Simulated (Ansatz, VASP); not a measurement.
## Two plane-wave programs on SiNi

```
Si Ni
1.0
     2.99479    0.00000    0.00000
     0.00000    3.23460    0.00000
     0.00000    0.00000    4.88273
Si Ni
2 2
Direct
  0.50000 0.50000 0.84022
  0.00000 0.00000 0.15978
  0.50000 0.50000 0.33835
  0.00000 0.00000 0.66165
```

Change from the starting cell: strain along c alone, the other axes held, atoms relaxed: +4.5 %.

Alike in both runs: functional PBEsol; k mesh 18 × 16 × 12; occupations gaussian, width 0.1 eV; no spin polarisation.

Ansatz relaxed the structure, and its values are those at the end. VASP's run is a single point on that final structure, the one shown.

```csv
,VASP,Ansatz
version,VASP 6.6.1,Ansatz 0.2.0
potentials or method,"VASP PAW PBE potentials, release 64 (Si, Ni), cutoff 520 eV","scalar-relativistic, plane waves, PAW"
valence electrons in the cell,28,44
```

```csv
,VASP,Ansatz,Ansatz less VASP
gap on the k mesh at the Fermi level (eV),none,none,-
pressure (GPa),-8.1,-8.3,-0.29
rms of the force components (eV/Å),0.005,0.000,-0.0046
```

VASP's potentials were made for PBE, not for PBEsol. A gap of «none» marks a metal or a gap that the smearing closes. VASP's potentials hold 28 valence electrons a cell and Ansatz's 44, so a difference there can come from the potentials and not from the codes. Ansatz's warnings: stress scf threshold loose.
